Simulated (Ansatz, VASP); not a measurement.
One calculation of Cu, two programs

The input INCAR:

```
SYSTEM = Cu
PREC = Accurate
ENCUT = 520
EDIFF = 1E-7
ISMEAR = -1
SIGMA = 0.1
LREAL = .FALSE.
LASPH = .TRUE.
NELM = 60
ALGO = Normal
ISIF = 2
LWAVE = .FALSE.
LCHARG = .FALSE.
GGA = CA
NBANDS = 12
```

File KPOINTS:

```
Automatic mesh
0
G
  25 25 25
  0 0 0
```

Contents of POSCAR:

```
Cu
1.0
    0.0000000000      1.7819652796      1.7819652796
    1.7819652796      0.0000000000      1.7819652796
    1.7819652796      1.7819652796      0.0000000000
Cu
1
Direct
    0.0000000000      0.0000000000      0.0000000000
```

Input for Ansatz:

```yaml
crystal:
  lattice:
    - [0.0, 1.7819652925, 1.7819652925]
    - [1.7819652925, 0.0, 1.7819652925]
    - [1.7819652925, 1.7819652925, 0.0]
  atoms:
    - { symbol: Cu, position: [0.0, 0.0, 0.0] }
hamiltonian:
  xc: lda
  pseudopotentials:
    kind: paw
    azcp:
      Cu: "pseudopotentials/Cu.paw.azcp"
basis:
  ecutwfc: 420
  fft_grid_basis: typed
kpoints:
  mp_grid: { grid: [25, 25, 25], shift: [0, 0, 0] }
magnetization:
  spin_polarized: false
scf:
  occupations: { method: fermi_dirac, width: 0.1 }
output:
  stress: true
```

Alike in both runs: task single point; functional LDA; k mesh 25 × 25 × 25; occupations fermi-dirac, width 0.1 eV; no spin polarisation.

|  | VASP | Ansatz |
| --- | --- | --- |
| version | VASP 6.6.1 | Ansatz 0.2.0 |
| potentials or method | VASP PAW LDA potentials, release 64 (Cu), cutoff 520 eV | plane waves (420 eV) with PAW, scalar-relativistic |
| valence electrons in the cell | 11 | 19 |

|  | VASP | Ansatz | Ansatz less VASP |
| --- | --- | --- | --- |
| pressure (GPa) | -5.8 | -6.6 | -0.83 |

Ansatz warns that its potentials were made for another functional, while VASP's fit it. LDA's correlation is that of Perdew and Zunger in VASP and of Perdew and Wang (1992) in Ansatz. VASP's potentials hold 11 valence electrons a cell and Ansatz's 19, so a difference there can come from the potentials and not from the codes.
